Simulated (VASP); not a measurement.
# Ti (Fm-3m) in VASP: notebook

Runs on Ti. Level: PBE. Tasks: single point.

Program: VASP 6.6.1. These are calculated values, not measurements. Logs are shortened: lines on timing, memory, paths and dates and some standing lists are left out, and cuts for length are marked.

### 1 The cell of the first run

It takes space group Fm-3m (No. 225, cubic). The conventional cell has a = 3.991 Å, b = 3.991 Å, c = 3.991 Å, α = 90.00°, β = 90.00°, γ = 90.00°. Ti (site symmetry m-3m) has 12 Ti at 2.82 Å within 3.7 Å.

### 2 Single point, PBE

INCAR

```
ALGO     = Normal         # electronic algorithm
EDIFF    = 1E-6           # SCF threshold, eV
ENCUT    = 500            # plane-wave cutoff, eV
GGA      = PE             # functional
GGA_COMPAT= False        
ISIF     = 2              # what is computed and relaxed
ISMEAR   = -1             # smearing method
LASPH    = True           # aspherical terms in the spheres
LCHARG   = False          # write CHGCAR
LREAL    = False          # projectors in reciprocal space
LWAVE    = False          # write WAVECAR
NBANDS   = 12             # bands
NELM     = 120            # most SCF steps
PREC     = Accurate       # precision mode
SIGMA    = 0.1            # smearing width, eV
```

KPOINTS

```
k-points
0
Gamma
  10 10 10
```

POSCAR

```
Ti
1.0
    0.0000000000      1.9955865722      1.9955865722
    1.9955865722      0.0000000000      1.9955865722
    1.9955865722      1.9955865722      0.0000000000
Ti
1
Direct
    0.0000000000      0.0000000000      0.0000000000
```

Potentials or basis: VASP PAW PBE potentials, release 64 (Ti_sv).

Command:

```
$ cat potpaw_PBE.64/Ti_sv/POTCAR > POTCAR
$ mpirun -np 1 vasp_std > vasp.out
```

OUTCAR:

```text
EDIFF = 1E-6
   ENCUT = 500
   GGA = PE
   ISIF = 2
   ISMEAR = -1
   LASPH = True
   LREAL = False
   NELM = 120
   PREC = Accurate

 ion  position               nearest neighbor table
   1  0.000  0.000  0.000-

  LATTYP: Found a face centered cubic cell.
 ALAT       =     3.9911731444

  Lattice vectors:

 A1 = (   0.0000000000,   1.9955865722,   1.9955865722)
 A2 = (   1.9955865722,   0.0000000000,   1.9955865722)
 A3 = (   1.9955865722,   1.9955865722,   0.0000000000)

Analysis of symmetry for initial positions (statically):
=====================================================================
 Subroutine PRICEL returns:
 Original cell was already a primitive cell.

 Routine SETGRP: Setting up the symmetry group for a
 face centered cubic supercell.

 Subroutine GETGRP returns: Found 48 space group operations
 (whereof 48 operations were pure point group operations)
 out of a pool of 48 trial point group operations.

The static configuration has the point symmetry O_h .

Analysis of symmetry for dynamics (positions and initial velocities):
=====================================================================
 Subroutine PRICEL returns:
 Original cell was already a primitive cell.

 Routine SETGRP: Setting up the symmetry group for a
 face centered cubic supercell.

 Subroutine GETGRP returns: Found 48 space group operations
 (whereof 48 operations were pure point group operations)
 out of a pool of 48 trial point group operations.

The dynamic configuration has the point symmetry O_h .

 Subroutine INISYM returns: Found 48 space group operations
 (whereof 48 operations are pure point group operations),
 and found     1 'primitive' translations

----------------------------------------------------------------------------------------

                                     Primitive cell

  volume of cell :      15.8943

  direct lattice vectors                    reciprocal lattice vectors
     0.000000000  1.995586572  1.995586572    -0.250552899  0.250552899  0.250552899
     1.995586572  0.000000000  1.995586572     0.250552899 -0.250552899  0.250552899
     1.995586572  1.995586572  0.000000000     0.250552899  0.250552899 -0.250552899

  length of vectors
     2.822185595  2.822185595  2.822185595     0.433970350  0.433970350  0.433970350

  position of ions in fractional coordinates (direct lattice)
     0.000000000  0.000000000  0.000000000

  ion indices of the primitive-cell ions
   primitive index   ion index
                 1           1

----------------------------------------------------------------------------------------

 KPOINTS: k-points

Automatic generation of k-mesh.
 Grid dimensions read from file:
 generate k-points for:   10   10   10

 Generating k-lattice:

  Cartesian coordinates                     Fractional coordinates (reciprocal lattice)
    -0.025055290  0.025055290  0.025055290     0.100000000  0.000000000  0.000000000
     0.025055290 -0.025055290  0.025055290     0.000000000  0.100000000  0.000000000
     0.025055290  0.025055290 -0.025055290     0.000000000  0.000000000  0.100000000

  Length of vectors
     0.043397035  0.043397035  0.043397035

  Shift w.r.t. Gamma in fractional coordinates (k-lattice)
     0.000000000  0.000000000  0.000000000

 Subroutine IBZKPT returns following result:
 ===========================================

 Found     47 irreducible k-points:

 Following reciprocal coordinates:
            Coordinates               Weight
  0.000000  0.000000  0.000000      1.000000
  0.100000  0.000000  0.000000      8.000000
  0.200000  0.000000  0.000000      8.000000
  0.300000  0.000000  0.000000      8.000000
  0.400000  0.000000  0.000000      8.000000
  0.500000  0.000000  0.000000      4.000000
[... 16 lines left out ...]
  0.300000  0.300000  0.000000      6.000000
  0.400000  0.300000  0.000000     24.000000
 [... further k-points ...]
   k-points           NKPTS =     47   k-points in BZ     NKDIM =     47   number of bands    NBANDS=     12
   number of dos      NEDOS =    301   number of ions     NIONS =      1
   total plane-waves  NPLWV =  13824
   dimension x,y,z NGX =    24 NGY =   24 NGZ =   24
   dimension x,y,z NGXF=    48 NGYF=   48 NGZF=   48
   ions per type =               1
   NGX,Y,Z   is equivalent  to a cutoff of  14.14, 14.14, 14.14 a.u.
   NGXF,Y,Z  is equivalent  to a cutoff of  28.28, 28.28, 28.28 a.u.
 SYSTEM =  unknown system
   PREC   = accura    normal or accurate (medium, high low for compatibility)
   ISTART =      0    job   : 0-new  1-cont  2-samecut
   ICHARG =      2    charge: 1-file 2-atom 10-const
   ISPIN  =      1    spin polarized calculation?
   LNONCOLLINEAR =      F non collinear calculations
   LSORBIT =      F    spin-orbit coupling
   LASPH  =      T    aspherical Exc in radial PAW
   ENCUT  =  500.0 eV  36.75 Ry    6.06 a.u.   5.15  5.15  5.15*2*pi/ulx,y,z
   NELM   =    120;   NELMIN=  2; NELMDL= -5     # of ELM steps
   EDIFF  = 0.1E-05   stopping-criterion for ELM
   LREAL  =      F    real-space projection
   EDIFFG = 0.1E-04   stopping-criterion for IOM
   NSW    =      0    number of steps for IOM
   IBRION =     -1    ionic relax: 0-MD 1-quasi-New 2-CG
   NFREE  =      0    steps in history (QN), initial steepest desc. (CG)
   ISIF   =      2    stress and relaxation
   ISYM   =      2    0-nonsym 1-usesym 2-fastsym
   POTIM  = 0.5000    time-step for ionic-motion
   TEBEG  =    0.0;   TEEND  =   0.0 temperature during run
   PSTRESS=    0.0 pullay stress
   NELECT =      12.0000    total number of electrons
   NUPDOWN=      -1.0000    fix difference up-down
   EMIN   =  10.00;   EMAX   =-10.00  energy-range for DOS
   EFERMI =   0.00;   METHOD = LEGACY
   ISMEAR =    -1;   SIGMA  =   0.10  broadening in eV -4-tet -1-fermi 0-gaus
   EFERMI_NEDOS =   21; number of points for ismear=-14 and -15
   IALGO  =     38    algorithm
   IMIX   =      4    mixing-type and parameters
     AMIX     =   0.40;   BMIX     =  1.00
     AMIX_MAG =   1.60;   BMIX_MAG =  1.00
  volume/ion in A,a.u.               =      15.89       107.26
  Fermi-wavevector in a.u.,A,eV,Ry     =   1.490692  2.817000 30.234370  2.222164
  Thomas-Fermi vector in A             =   2.603442
   LORBIT       =      0    0 simple, 1 ext, 2 COOP (PROOUT), +10 PAW based schemes
   GGA     = PE    functional components
   LHFCALC =     F    Hartree Fock is set to
   AEXX    =    0.0000 exact exchange contribution
   IVDW    =     0    specifies the selected vdW correction
   LEPSILON=     F    determine dielectric tensor
   LRPA    =     F    only Hartree local field effects (RPA)
 non-spin polarized calculation
  energy-cutoff  :      500.00
  volume of cell :       15.89
 maximum number of plane-waves:       412
 NGX is ok and might be reduce to    24
   NGX = 11   NGY = 11   NGZ = 11

 number of electron      11.9999998 magnetization

 Free energy of the ion-electron system (eV)
  ---------------------------------------------------
  ext. energy  EPLUGINS =         0.00000000
  ---------------------------------------------------
  free energy    TOTEN  =        -7.75713159 eV

  energy without entropy =       -7.70624139  energy(sigma->0) =       -7.73168649

 E-fermi :   9.2031     XC(G=0): -11.9213

 val. band max:        9.1915430461   @ k =   0.3000   0.0000   0.0000
 cond. band min:       9.3003060326   @ k =  -0.3000   0.2000   0.0000
 fundamental gap:      0.1087629865
 Fermi energy:         9.2031147230

 k-point     1 :       0.0000    0.0000    0.0000
  band No.  band energies     occupation
      1     -47.3605      2.00000
      2     -23.1020      2.00000
      3     -23.1020      2.00000
      4     -23.1020      2.00000
      5       2.8995      2.00000
      6      10.1290      0.00019
      7      10.1290      0.00019
      8      10.1290      0.00019
      9      11.9695      0.00000
     10      11.9695      0.00000
     11      24.9394      0.00000
     12      29.8560      0.00000

 k-point     2 :       0.1000    0.0000    0.0000
  band No.  band energies     occupation
      1     -47.3441      2.00000
      2     -23.1905      2.00000
      3     -23.1128      2.00000
      4     -23.1128      2.00000
      5       3.2483      2.00000
      6       9.9129      0.00165
      7      10.2519      0.00006
      8      10.2519      0.00006
      9      11.8916      0.00000
     10      11.8916      0.00000
     11      25.2463      0.00000
     12      27.7775      0.00000

 k-point     3 :       0.2000    0.0000    0.0000
  band No.  band energies     occupation
      1     -47.3008      2.00000
      2     -23.4183      2.00000
      3     -23.1409      2.00000
      4     -23.1409      2.00000
      5       4.1999      2.00000
      6       9.4524      0.15276
      7      10.4323      0.00001
      8      10.4323      0.00001
      9      11.8810      0.00000
     10      11.8810      0.00000
     11      24.4369      0.00000
     12      26.0473      0.00000
[... 286 lines left out ...]
 k-point    23 :       0.3000    0.3000    0.0000
  band No.  band energies     occupation
      1     -47.2096      2.00000
      2     -23.6617      2.00000
      3     -23.3052      2.00000
      4     -23.3052      2.00000
      5       5.9522      2.00000
      6       8.0761      1.99997
      7      10.4080      0.00001
      8      11.9335      0.00000
      9      11.9335      0.00000
     10      12.7321      0.00000
     11      24.6675      0.00000
     12      24.9737      0.00000

 k-point    24 :       0.4000    0.3000    0.0000
  band No.  band energies     occupation
      1     -47.1749      2.00000
      2     -23.7761      2.00000
      3     -23.3683      2.00000
      4     -23.3394      2.00000
      5       6.4710      2.00000
      6       7.8194      2.00000
      7      10.3264      0.00003
      8      12.0882      0.00000
      9      12.9937      0.00000
     10      13.1144      0.00000
     11      22.4287      0.00000
     12      23.6800      0.00000

 [... further k-points ...]
[... 5 lines left out ...]
  --------------------------------------------------------------------------------------
  -------------------------------------------------------------------------------------
  Total        1.0895983      1.0895983      1.0895983     -0.0000000      0.0000000      0.0000000
  in kB      109.8336184    109.8336184    109.8336184     -0.0000000      0.0000000      0.0000000
  external PRESSURE =     109.8336184 kB  Pullay stress =       0.0000000 kB

 VOLUME and BASIS-vectors are now :
 -----------------------------------------------------------------------------
  energy-cutoff  :      500.00
  volume of cell :       15.89
      direct lattice vectors                 reciprocal lattice vectors
     0.000000000  1.995586572  1.995586572    -0.250552899  0.250552899  0.250552899
     1.995586572  0.000000000  1.995586572     0.250552899 -0.250552899  0.250552899
     1.995586572  1.995586572  0.000000000     0.250552899  0.250552899 -0.250552899

 POSITION                                       TOTAL-FORCE (eV/Angst)
 -----------------------------------------------------------------------------------
      0.00000      0.00000      0.00000         0.000000      0.000000      0.000000
 -----------------------------------------------------------------------------------
    total drift:                               -0.000000      0.000000     -0.000000

  FREE ENERGIE OF THE ION-ELECTRON SYSTEM (eV)
  ---------------------------------------------------
  free  energy   TOTEN  =        -7.7571315925 eV

  energy  without entropy=       -7.7062413901  energy(sigma->0) =       -7.73168649
```

It took 11 s on 1 thread of Intel Xeon 8259CL, shared host; peak memory 0.14 GiB.

What came out:

- Free energy: -7.7571 eV
- Pressure: 11.0 GPa
- Band gap on the k mesh: zero (band 6 reaches 10.13 eV, above the bottom of band 7 at 8.92 eV)

Levels at points of the mesh, in eV from the Fermi level:
| k point | band 2 | band 3 | band 4 | band 5 | band 6 | band 7 | band 8 | band 9 | band 10 | band 11 |
| --- | --- | --- | --- | --- | --- | --- | --- | --- | --- | --- |
| (0.00, 0.00, 0.00) | -32.31 | -32.31 | -32.31 | -6.30 | 0.93 | 0.93 | 0.93 | 2.77 | 2.77 | 15.74 |
| (0.50, 0.00, 0.00) | -33.19 | -32.42 | -32.42 | -2.80 | 0.79 | 0.79 | 0.87 | 3.98 | 3.98 | 9.14 |
| (0.50, 0.50, 0.00) | -33.13 | -32.61 | -32.61 | -2.90 | -1.97 | 3.27 | 3.97 | 4.29 | 4.29 | 11.62 |

### 3 Single point, PBE

This run uses another cell than the first one, of 16.40 Å³/atom, 1.032 times its volume.

INCAR

```
PREC = Accurate
ENCUT = 500
EDIFF = 1E-6
ISMEAR = -1
SIGMA = 0.1
LREAL = False
LASPH = True
NELM = 120
ALGO = Normal
ISIF = 2
LWAVE = False
LCHARG = True
GGA = PE
LELF = True
LVHAR = True
NBANDS = 12
GGA_COMPAT = False
```

KPOINTS

```
regular mesh
0
Gamma
  10 10 10
```

POSCAR

```
Ti
1.0
    0.0000000000      2.0163754284      2.0163754284
    2.0163754284      0.0000000000      2.0163754284
    2.0163754284      2.0163754284      0.0000000000
Ti
1
Direct
    0.0000000000      0.0000000000      0.0000000000
```

Potentials or basis: VASP PAW PBE potentials, release 64 (Ti_sv).

Command:

```
$ cat potpaw_PBE.64/Ti_sv/POTCAR > POTCAR
$ mpirun -np 1 vasp_std > vasp.out
```

It took 12 s on 1 thread of Intel Xeon 8259CL, shared host; peak memory 0.14 GiB.

It converged, with:

| Property | Result |
| --- | --- |
| Free energy | -7.7852 eV |
| Pressure | 6.8 GPa |
| Band gap on the k mesh | zero (band 6 reaches 9.76 eV, above the bottom of band 7 at 8.58 eV) |

Levels at points of the mesh, in eV from the Fermi level:
```tsv
k point	band 2	band 3	band 4	band 5	band 6	band 7	band 8	band 9	band 10	band 11
(0.00, 0.00, 0.00)	-32.40	-32.40	-32.40	-6.24	0.91	0.91	0.91	2.67	2.67	15.56
(0.50, 0.00, 0.00)	-33.20	-32.50	-32.50	-2.72	0.78	0.78	0.78	3.83	3.83	8.79
(0.50, 0.50, 0.00)	-33.15	-32.68	-32.68	-2.78	-1.87	3.11	3.83	4.13	4.13	11.23
```
